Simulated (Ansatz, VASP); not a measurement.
## Yb: VASP beside Ansatz

Contents of INCAR:

```
SYSTEM = Yb
PREC = Accurate ; ENCUT = 520
EDIFF = 1E-6 ; ISMEAR = -1
SIGMA = 0.1 ; LREAL = .FALSE.
LASPH = .TRUE. ; NELM = 80
ALGO = Normal ; ISIF = 2
LWAVE = .FALSE. ; LCHARG = .TRUE.
GGA = RP ; LELF = .TRUE.
LVHAR = .TRUE. ; NBANDS = 31
```

The input KPOINTS:

```
regular mesh
0
G
  11 11 6
  0 0 0
```

The input POSCAR:

```
Yb
1.0
    3.7397464254      0.0000000000      0.0000000000
   -1.8698732127      3.2387154081      0.0000000000
    0.0000000000      0.0000000000      6.1559092551
Yb
2
Direct
    0.3333333333      0.6666666667      0.2500000000
    0.6666666667      0.3333333333      0.7500000000
```

Input for Ansatz:

```yaml
crystal:
  lattice:
    - [3.7397464254, 0.0, 0.0]
    - [-1.8698732127, 3.2387154081, 0.0]
    - [0.0, 0.0, 6.1559092551]
  atoms:
    - { symbol: Yb, position: [0.3333333333, 0.6666666667, 0.25] }
    - { symbol: Yb, position: [0.6666666667, 0.3333333333, 0.75] }
hamiltonian:
  xc: rpbe
  pseudopotentials:
    kind: paw
    azcp:
      Yb: "pseudopotentials/Yb.paw.azcp"
basis:
  ecutwfc: 420
  fft_grid_basis: typed
kpoints:
  mp_grid: { grid: [11, 11, 6], shift: [0, 0, 0] }
magnetization:
  spin_polarized: false
scf:
  occupations: { method: fermi_dirac, width: 0.1 }
  lower_state_search: "off"
output:
  stress: true
```

Alike in both runs: task single point; functional RPBE; k mesh 11 × 11 × 6; occupations fermi-dirac, width 0.1 eV; no spin polarisation.

```csv
,VASP,Ansatz
version,VASP 6.6.1,Ansatz 0.2.0
potentials or method,"VASP PAW PBE potentials, release 64 (Yb), cutoff 520 eV","plane waves (420 eV) with PAW, scalar-relativistic"
valence electrons in the cell,48,48
```

```csv
,VASP,Ansatz,Ansatz less VASP
pressure (GPa),0.3,0.6,+0.33
```

VASP's potentials were made for PBE, not for RPBE. The functional is the same, so the differences come from potentials, cutoffs and numerics.

Neither program's run includes spin-orbit coupling.
